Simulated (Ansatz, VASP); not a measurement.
One calculation of NaBe, two programs

```xyz
4
Lattice="2.4626 0.0000 0.0000 0.0033 5.4274 0.0000 1.1090 1.4775 5.3033" Properties=species:S:1:pos:R:3 pbc="T T T"
Na    2.4455    3.9929    0.9868
Na    1.1294    2.9120    4.3164
Be    1.1721    1.2342    1.9262
Be    2.4028    5.6708    3.3771
```

Change from the starting cell: the structure that the rattled CuAu (L1_0) type (P4/mmm, No. 123) fell into.

Alike in both runs: task single point; functional PBE; k mesh 8 × 4 × 4; occupations gaussian, width 0.1 eV; no spin polarisation.

|  | VASP | Ansatz |
| --- | --- | --- |
| version | VASP 6.6.1 | Ansatz 0.2.0 |
| potentials or method | VASP PAW PBE potentials, release 64 (Na_pv, Be), cutoff 520 eV | scalar-relativistic, plane waves, PAW |
| valence electrons in the cell | 18 | 22 |

|  | VASP | Ansatz | Ansatz less VASP |
| --- | --- | --- | --- |
| gap on the k mesh at the Fermi level (eV) | none | none | - |
| pressure (GPa) | 0.1 | 0.0 | -0.06 |
| traceless stress, the component that is largest in VASP (GPa) | -0.17 | -0.16 | +0.012 |
| rms of the force components (eV/Å) | 0.008 | 0.010 | +0.0019 |

Atom by atom the forces differ by 0.003 eV/Å (rms over components). A gap of «none» marks a metal or a gap that the smearing closes. With one functional, cell and mesh, what is left measures potentials, basis and numerics. VASP's potentials hold 18 valence electrons a cell and Ansatz's 22, so a difference there can come from the potentials and not from the codes.
